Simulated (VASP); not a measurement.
A run of VASP 6.6.1 is set up as follows.

INCAR

```
ALGO     = Normal         # electronic algorithm
EDIFF    = 1E-6           # SCF threshold, eV
ENCUT    = 560            # plane-wave cutoff, eV
GGA      = PS             # functional
GGA_COMPAT= F            
ISIF     = 2              # what is computed and relaxed
ISMEAR   = 0              # smearing method
LASPH    = T              # aspherical terms in the spheres
LCHARG   = T              # write CHGCAR
LELF     = T              # ELF
LREAL    = F              # projectors in reciprocal space
LVHAR    = T            
LWAVE    = F              # write WAVECAR
NBANDS   = 14             # bands
NELM     = 120            # most SCF steps
PREC     = Accurate       # precision mode
SIGMA    = 0.15           # smearing width, eV
```

The input KPOINTS:

```
k-points
0
Gamma
  22 22 22
```

The input POSCAR:

```
Ir
1.0
    0.0000000000      1.8909045000      1.9772910000
    1.8909045000      0.0000000000      1.9772910000
    1.8909045000      1.8909045000      0.0000000000
Ir
1
Direct
    0.0000000000      0.0000000000      0.0000000000
```

Potentials or basis: VASP PAW PBE potentials, release 64 (Ir_sv_GW).

Launch:

```console
$ cat potpaw_PBE.64/Ir_sv_GW/POTCAR > POTCAR
$ mpirun -np 1 vasp_std > vasp.out
```

Predict the pressure.

-3.7 GPa.

Estimate the band gap on the k mesh.

zero (an odd number of electrons rules out a gap without spin polarisation).

Stress tensor (GPa, compression positive):
```
  1.98   0.00   0.00
  0.00   1.98   0.00
  0.00   0.00 -15.16
```

Caveat: the cell differs from its parent crystal (strain -0.015 along x and y, +0.030 along z); the stress differs along the axes, from -15 to 2 GPa; the PAW data sets were made with another functional, which shifts forces and pressure a little; spin-orbit coupling is left out, which moves the levels of the heavy elements.
